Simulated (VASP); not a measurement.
# SrCo2P2 (I4/mmm) in VASP: a series of runs

The runs below take SrCo2P2 through single point, with LDA.

Program: VASP 6.6.1. These are calculated values, not measurements. Logs are shortened: lines on timing, memory, paths and dates and some standing lists are left out, and cuts for length are marked.

## 1. The cell of the first run

The structure is tetragonal, space group I4/mmm (No. 139). The conventional cell has a = 3.614 Å, b = 3.614 Å, c = 11.277 Å, α = 90.00°, β = 90.00°, γ = 90.00°. Within 4.0 Å of Sr (site symmetry 4/mmm) lie 10 P at 3.04 to 4.00 Å and 8 Co at 3.35 Å and 4 Sr at 3.61 Å. Co (site symmetry -4m2) has 4 P at 2.16 Å and 4 Co at 2.56 Å within 2.9 Å. P (site symmetry 4mm) has 4 Co at 2.16 Å within 2.9 Å.

## 2. Single point, LDA (14.73 Å³/atom)

Input file INCAR:

```
PREC = Accurate
ENCUT = 520
EDIFF = 1E-7
ISMEAR = 0
SIGMA = 0.05
LREAL = F
LASPH = T
NELM = 80
ALGO = Normal
ISIF = 2
LWAVE = F
LCHARG = F
GGA = CA
NBANDS = 27
```

Input file KPOINTS:

```
Automatic mesh
0
Gamma
  16 16 16
```

Input file POSCAR:

```
SrCo2P2
1.0
   -1.8071914029      1.8071914029      5.6384472917
    1.8071914029     -1.8071914029      5.6384472917
    1.8071914029      1.8071914029     -5.6384472917
Sr Co P
1 2 2
Direct
    0.0000000000      0.0000000000      0.0000000000
    0.7500000000      0.2500000000      0.5000000000
    0.2500000000      0.7500000000      0.5000000000
    0.3543410323      0.3543410323      0.0000000000
    0.6456589677      0.6456589677      0.0000000000
```

Potentials or basis: VASP PAW LDA potentials, release 64 (Sr_sv, Co, P).

Started as:

```
cat potpaw_LDA.64/Sr_sv/POTCAR potpaw_LDA.64/Co/POTCAR potpaw_LDA.64/P/POTCAR > POTCAR
mpirun -np 1 vasp_std > vasp.out
```

OUTCAR:

```text
PREC = Accurate
   ENCUT = 520
   EDIFF = 1E-7
   ISMEAR = 0
   LREAL = F
   LASPH = T
   NELM = 80
   ISIF = 2
   GGA = CA

 ion  position               nearest neighbor table
   1  0.000  0.000  0.000-   4 3.04   5 3.04   5 3.04   5 3.04   5 3.04   4 3.04   4 3.04   4 3.04
                             2 3.35   3 3.35   2 3.35   3 3.35   2 3.35   2 3.35   3 3.35   3 3.35
   2  0.750  0.250  0.500-   4 2.16   5 2.16   4 2.16   5 2.16   3 2.56   3 2.56   3 2.56   3 2.56
                             1 3.35   1 3.35   1 3.35   1 3.35
   3  0.250  0.750  0.500-   4 2.16   5 2.16   4 2.16   5 2.16   2 2.56   2 2.56   2 2.56   2 2.56
                             1 3.35   1 3.35   1 3.35   1 3.35
   4  0.354  0.354  0.000-   2 2.16   3 2.16   3 2.16   2 2.16   1 3.04   1 3.04   1 3.04   1 3.04
                             1 4.00
   5  0.646  0.646  0.000-   3 2.16   2 2.16   2 2.16   3 2.16   1 3.04   1 3.04   1 3.04   1 3.04
                             1 4.00

  LATTYP: Found a body centered tetragonal cell.
 ALAT       =     3.6143828058
 C/A-ratio  =     3.1200055969

  Lattice vectors:

 A1 = (  -1.8071914029,   1.8071914029,   5.6384472917)
 A2 = (   1.8071914029,  -1.8071914029,   5.6384472917)
 A3 = (   1.8071914029,   1.8071914029,  -5.6384472917)

Analysis of symmetry for initial positions (statically):
=====================================================================
 Subroutine PRICEL returns:
 Original cell was already a primitive cell.

 Routine SETGRP: Setting up the symmetry group for a
 body centered tetragonal supercell.

 Subroutine GETGRP returns: Found 16 space group operations
 (whereof 16 operations were pure point group operations)
 out of a pool of 16 trial point group operations.

The static configuration has the point symmetry D_4h.

Analysis of symmetry for dynamics (positions and initial velocities):
=====================================================================
 Subroutine PRICEL returns:
 Original cell was already a primitive cell.

 Routine SETGRP: Setting up the symmetry group for a
 body centered tetragonal supercell.

 Subroutine GETGRP returns: Found 16 space group operations
 (whereof 16 operations were pure point group operations)
 out of a pool of 16 trial point group operations.

The dynamic configuration has the point symmetry D_4h.

 Subroutine INISYM returns: Found 16 space group operations
 (whereof 16 operations are pure point group operations),
 and found     1 'primitive' translations

----------------------------------------------------------------------------------------

                                     Primitive cell

  volume of cell :      73.6593

  direct lattice vectors                    reciprocal lattice vectors
    -1.807191403  1.807191403  5.638447292     0.000000000  0.276672410  0.088676895
     1.807191403 -1.807191403  5.638447292     0.276672410  0.000000000  0.088676895
     1.807191403  1.807191403 -5.638447292     0.276672410  0.276672410  0.000000000

  length of vectors
     6.190635621  6.190635621  6.190635621     0.290536080  0.290536080  0.391273874

  position of ions in fractional coordinates (direct lattice)
     0.000000000  0.000000000  0.000000000
     0.750000000  0.250000000  0.500000000
     0.250000000  0.750000000  0.500000000
     0.354341032  0.354341032  0.000000000
     0.645658968  0.645658968  0.000000000

  ion indices of the primitive-cell ions
   primitive index   ion index
                 1           1
                 2           2
                 3           3
                 4           4
                 5           5

----------------------------------------------------------------------------------------

 KPOINTS: Automatic mesh

Automatic generation of k-mesh.
 Grid dimensions read from file:
 generate k-points for:   16   16   16

 Generating k-lattice:

  Cartesian coordinates                     Fractional coordinates (reciprocal lattice)
     0.000000000  0.017292026  0.005542306     0.062500000  0.000000000  0.000000000
     0.017292026  0.000000000  0.005542306     0.000000000  0.062500000  0.000000000
     0.017292026  0.017292026  0.000000000     0.000000000  0.000000000  0.062500000

  Length of vectors
     0.018158505  0.018158505  0.024454617

  Shift w.r.t. Gamma in fractional coordinates (k-lattice)
     0.000000000  0.000000000  0.000000000

 Subroutine IBZKPT returns following result:
 ===========================================

 Found    349 irreducible k-points:

 Following reciprocal coordinates:
            Coordinates               Weight
  0.000000  0.000000  0.000000      1.000000
  0.062500  0.000000  0.000000      8.000000
  0.125000  0.000000  0.000000      8.000000
  0.187500 -0.000000  0.000000      8.000000
  0.250000  0.000000  0.000000      8.000000
  0.312500  0.000000 -0.000000      8.000000
[... 16 lines left out ...]
 -0.125000  0.062500  0.000000     16.000000
 -0.062500  0.062500  0.000000      4.000000
 [... further k-points ...]
   k-points           NKPTS =    349   k-points in BZ     NKDIM =    349   number of bands    NBANDS=     27
   number of dos      NEDOS =    301   number of ions     NIONS =      5
   total plane-waves  NPLWV = 110592
   dimension x,y,z NGX =    48 NGY =   48 NGZ =   48
   dimension x,y,z NGXF=    96 NGYF=   96 NGZF=   96
   ions per type =               1   2   2
   NGX,Y,Z   is equivalent  to a cutoff of  12.89, 12.89, 12.89 a.u.
   NGXF,Y,Z  is equivalent  to a cutoff of  25.78, 25.78, 25.78 a.u.
 SYSTEM =  unknown system
   PREC   = accura    normal or accurate (medium, high low for compatibility)
   ISTART =      0    job   : 0-new  1-cont  2-samecut
   ICHARG =      2    charge: 1-file 2-atom 10-const
   ISPIN  =      1    spin polarized calculation?
   LNONCOLLINEAR =      F non collinear calculations
   LSORBIT =      F    spin-orbit coupling
   LASPH  =      T    aspherical Exc in radial PAW
   ENCUT  =  520.0 eV  38.22 Ry    6.18 a.u.  11.51 11.51 11.51*2*pi/ulx,y,z
   NELM   =     80;   NELMIN=  2; NELMDL= -5     # of ELM steps
   EDIFF  = 0.1E-06   stopping-criterion for ELM
   LREAL  =      F    real-space projection
   EDIFFG = 0.1E-05   stopping-criterion for IOM
   NSW    =      0    number of steps for IOM
   IBRION =     -1    ionic relax: 0-MD 1-quasi-New 2-CG
   NFREE  =      0    steps in history (QN), initial steepest desc. (CG)
   ISIF   =      2    stress and relaxation
   ISYM   =      2    0-nonsym 1-usesym 2-fastsym
   POTIM  = 0.5000    time-step for ionic-motion
   TEBEG  =    0.0;   TEEND  =   0.0 temperature during run
   PSTRESS=    0.0 pullay stress
   NELECT =      38.0000    total number of electrons
   NUPDOWN=      -1.0000    fix difference up-down
   EMIN   =  10.00;   EMAX   =-10.00  energy-range for DOS
   EFERMI =   0.00;   METHOD = LEGACY
   ISMEAR =     0;   SIGMA  =   0.05  broadening in eV -4-tet -1-fermi 0-gaus
   EFERMI_NEDOS =   21; number of points for ismear=-14 and -15
   IALGO  =     38    algorithm
   IMIX   =      4    mixing-type and parameters
     AMIX     =   0.40;   BMIX     =  1.00
     AMIX_MAG =   1.60;   BMIX_MAG =  1.00
  volume/ion in A,a.u.               =      14.73        99.42
  Fermi-wavevector in a.u.,A,eV,Ry     =   1.312986  2.481184 23.455521  1.723932
  Thomas-Fermi vector in A             =   2.443340
   LORBIT       =      0    0 simple, 1 ext, 2 COOP (PROOUT), +10 PAW based schemes
   GGA     = CA    functional components
   LHFCALC =     F    Hartree Fock is set to
   AEXX    =    0.0000 exact exchange contribution
   IVDW    =     0    specifies the selected vdW correction
   LEPSILON=     F    determine dielectric tensor
   LRPA    =     F    only Hartree local field effects (RPA)
 non-spin polarized calculation
 Gauss-broadening in eV      SIGMA  =   0.05
  energy-cutoff  :      520.00
  volume of cell :       73.66
 maximum number of plane-waves:      2008
 NGX is ok and might be reduce to    48
   NGX = 23   NGY = 23   NGZ = 23

 number of electron      37.9999998 magnetization

 Free energy of the ion-electron system (eV)
  ---------------------------------------------------
  ext. energy  EPLUGINS =         0.00000000
  ---------------------------------------------------
  free energy    TOTEN  =       -35.05520918 eV

  energy without entropy =      -35.05068722  energy(sigma->0) =      -35.05294820

 E-fermi :   8.3598     XC(G=0): -11.7960

 val. band max:        8.3559753925   @ k =  -0.3750   0.3750   0.0000
 cond. band min:       8.3630454496   @ k =  -0.4375  -0.4375   0.3125
 fundamental gap:      0.0070700571
 Fermi energy:         8.3597980776

 k-point     1 :       0.0000    0.0000    0.0000
  band No.  band energies     occupation
      1     -26.4602      2.00000
      2      -8.8400      2.00000
      3      -8.4918      2.00000
      4      -8.4918      2.00000
      5      -4.9115      2.00000
      6      -2.2982      2.00000
[... 19 lines left out ...]
     26      13.6975      0.00000
     27      13.7542      0.00000

 k-point     2 :       0.0625    0.0000    0.0000
  band No.  band energies     occupation
      1     -26.4583      2.00000
      2      -8.8346      2.00000
      3      -8.5253      2.00000
      4      -8.4889      2.00000
      5      -4.8598      2.00000
      6      -2.3126      2.00000
[... 19 lines left out ...]
     26      13.5633      0.00000
     27      13.8554      0.00000

 k-point     3 :       0.1250    0.0000    0.0000
  band No.  band energies     occupation
      1     -26.4530      2.00000
      2      -8.8190      2.00000
      3      -8.6180      2.00000
      4      -8.4808      2.00000
      5      -4.7113      2.00000
      6      -2.3539      2.00000
[... 19 lines left out ...]
     26      13.8472      0.00000
     27      14.2005      0.00000

 k-point     4 :       0.1875   -0.0000    0.0000
  band No.  band energies     occupation
      1     -26.4450      2.00000
      2      -8.7960      2.00000
      3      -8.7488      2.00000
      4      -8.4686      2.00000
      5      -4.4832      2.00000
      6      -2.4180      2.00000
[... 19 lines left out ...]
     26      14.0533      0.00000
     27      14.2071      0.00000
[... 516 lines left out ...]
      4      -8.4977      2.00000
      5      -4.4625      2.00000
      6      -2.3948      2.00000
[... 19 lines left out ...]
     26      14.0083      0.00000
     27      14.4948      0.00000

 k-point    23 :      -0.1250    0.0625    0.0000
  band No.  band energies     occupation
      1     -26.4512      2.00000
      2      -8.8104      2.00000
      3      -8.6167      2.00000
      4      -8.5105      2.00000
      5      -4.6811      2.00000
      6      -2.3404      2.00000
[... 19 lines left out ...]
     26      13.9447      0.00000
     27      14.0828      0.00000

 k-point    24 :      -0.0625    0.0625    0.0000
  band No.  band energies     occupation
      1     -26.4565      2.00000
      2      -8.8274      2.00000
      3      -8.5313      2.00000
      4      -8.5130      2.00000
      5      -4.8186      2.00000
      6      -2.3128      2.00000
[... 19 lines left out ...]
     26      13.5384      0.00000
     27      13.8410      0.00000

 [... further k-points ...]
[... 5 lines left out ...]
  --------------------------------------------------------------------------------------
  -------------------------------------------------------------------------------------
  Total        2.3191537      2.3191537      2.1917605      0.0000000      0.0000000      0.0000000
  in kB       50.4443225     50.4443225     47.6733696      0.0000000      0.0000000      0.0000000
  external PRESSURE =      49.5206715 kB  Pullay stress =       0.0000000 kB

 VOLUME and BASIS-vectors are now :
 -----------------------------------------------------------------------------
  energy-cutoff  :      520.00
  volume of cell :       73.66
      direct lattice vectors                 reciprocal lattice vectors
    -1.807191403  1.807191403  5.638447292     0.000000000  0.276672410  0.088676895
     1.807191403 -1.807191403  5.638447292     0.276672410  0.000000000  0.088676895
     1.807191403  1.807191403 -5.638447292     0.276672410  0.276672410  0.000000000

 POSITION                                       TOTAL-FORCE (eV/Angst)
 -----------------------------------------------------------------------------------
      0.00000      0.00000      0.00000        -0.000000     -0.000000     -0.000000
      0.00000      1.80719      2.81922        -0.000000     -0.000000     -0.000000
      1.80719      0.00000      2.81922        -0.000000     -0.000000     -0.000000
      0.00000      0.00000      3.99587         0.000000      0.000000     -0.012892
      0.00000      0.00000      7.28103        -0.000000     -0.000000      0.012892
 -----------------------------------------------------------------------------------
    total drift:                                0.000000     -0.000000      0.000000

  FREE ENERGIE OF THE ION-ELECTRON SYSTEM (eV)
  ---------------------------------------------------
  free  energy   TOTEN  =       -35.0552091753 eV

  energy  without entropy=      -35.0506872182  energy(sigma->0) =      -35.05294820
```

It took 22 min on 1 thread of Intel Xeon Platinum 8259CL at 2.50GHz (Skylake/Cascade Lake), shared host; peak memory 0.79 GiB.

Results:

```yaml
Free_energy: -35.0552 eV
Pressure: 5.0 GPa
Largest_force: 0.013 eV/Å
Band_gap_on_the_k_mesh: zero (bands 19 and 20 overlap by 1.99 eV)
```

Forces on the atoms (eV/Å):
```
Sr   0.000  0.000  0.000
Co   0.000  0.000  0.000
Co   0.000  0.000  0.000
P    0.000  0.000 -0.013
P    0.000  0.000  0.013
```

Stress tensor (GPa, compression positive):
```
5.04 0.00 0.00
0.00 5.04 0.00
0.00 0.00 4.77
```

Levels at points of the mesh, in eV from the Fermi level:
| k point | band 15 | band 16 | band 17 | band 18 | band 19 | band 20 | band 21 | band 22 | band 23 | band 24 |
| --- | --- | --- | --- | --- | --- | --- | --- | --- | --- | --- |
| (0.00, 0.00, 0.00) | -1.88 | -1.14 | -0.85 | -0.85 | -0.33 | 0.47 | 2.43 | 2.43 | 3.02 | 4.07 |
| (0.50, 0.00, 0.00) | -2.27 | -2.26 | -1.90 | -1.69 | 0.42 | 0.65 | 0.72 | 1.86 | 3.02 | 4.10 |
| (0.50, 0.50, 0.00) | -2.80 | -1.81 | -1.48 | -1.46 | -1.46 | -1.41 | 0.06 | 0.14 | 3.96 | 4.79 |
| (0.50, 0.50, 0.50) | -1.24 | -1.13 | -0.62 | -0.62 | -0.33 | -0.02 | 1.24 | 2.30 | 2.30 | 4.04 |

Caveat: the cell stands under pressure; the run has no spin polarisation, though such a crystal can be magnetic.

## 3. Single point, LDA (15.04 Å³/atom)

This run uses another cell than the first one, of 15.04 Å³/atom.

Input file INCAR:

```
SYSTEM = SrCo2P2
ALGO = Normal
EDIFF = 1E-6
ENCUT = 520
GGA = CA
ISIF = 2
ISMEAR = 0
LASPH = .True.
LCHARG = .False.
LREAL = .False.
LWAVE = .False.
NBANDS = 27
NELM = 80
PREC = Accurate
SIGMA = 0.05
```

Input file KPOINTS:

```
k-points
0
Gamma
  16 16 16
  0 0 0
```

Input file POSCAR:

```
SrCo2P2
1.0
   -1.8147819059      1.8147819059      5.7078662823
    1.8147819059     -1.8147819059      5.7078662823
    1.8147819059      1.8147819059     -5.7078662823
Sr Co P
1 2 2
Direct
    0.0000000000      0.0000000000      0.0000000000
    0.7500000000      0.2500000000      0.5000000000
    0.2500000000      0.7500000000      0.5000000000
    0.3531025617      0.3531025617      0.0000000000
    0.6468974383      0.6468974383      0.0000000000
```

Potentials or basis: VASP PAW LDA potentials, release 64 (Sr_sv, Co, P).

Started as:

```
cat potpaw_LDA.64/Sr_sv/POTCAR potpaw_LDA.64/Co/POTCAR potpaw_LDA.64/P/POTCAR > POTCAR
mpirun -np 1 vasp_std > vasp.out
```

Wall time 21 min (1 thread of Intel Xeon Platinum 8259CL at 2.50GHz (Skylake/Cascade Lake), shared host); peak memory 0.8 GiB.

Results (log left out):

```yaml
Free_energy: -35.0913 eV
Pressure: 2.5 GPa
Largest_force: 0.011 eV/Å
Band_gap_on_the_k_mesh: zero (bands 19 and 20 overlap by 1.99 eV)
```

Forces on the atoms (eV/Å):
```
Sr   0.000  0.000  0.000
Co   0.000  0.000  0.000
Co   0.000  0.000  0.000
P    0.000  0.000 -0.011
P    0.000  0.000  0.011
```

Stress tensor (GPa, compression positive):
```
2.57 0.00 0.00
0.00 2.57 0.00
0.00 0.00 2.33
```

Levels at points of the mesh, in eV from the Fermi level:
| k point | band 16 | band 17 | band 18 | band 19 | band 20 | band 21 | band 22 | band 23 |
| --- | --- | --- | --- | --- | --- | --- | --- | --- |
| (0.00, 0.00, 0.00) | -1.14 | -0.83 | -0.83 | -0.33 | 0.52 | 2.43 | 2.43 | 2.91 |
| (0.50, 0.00, 0.00) | -2.23 | -1.86 | -1.67 | 0.40 | 0.70 | 0.72 | 1.83 | 2.93 |
| (0.50, 0.50, 0.00) | -1.78 | -1.54 | -1.44 | -1.44 | -1.40 | 0.05 | 0.12 | 3.84 |
| (0.50, 0.50, 0.50) | -1.12 | -0.61 | -0.61 | -0.33 | -0.08 | 1.24 | 2.26 | 2.26 |

Caveat: the run has no spin polarisation, though such a crystal can be magnetic. Spin polarisation is off, so any magnetic state and its effect on volume and gap are missing.
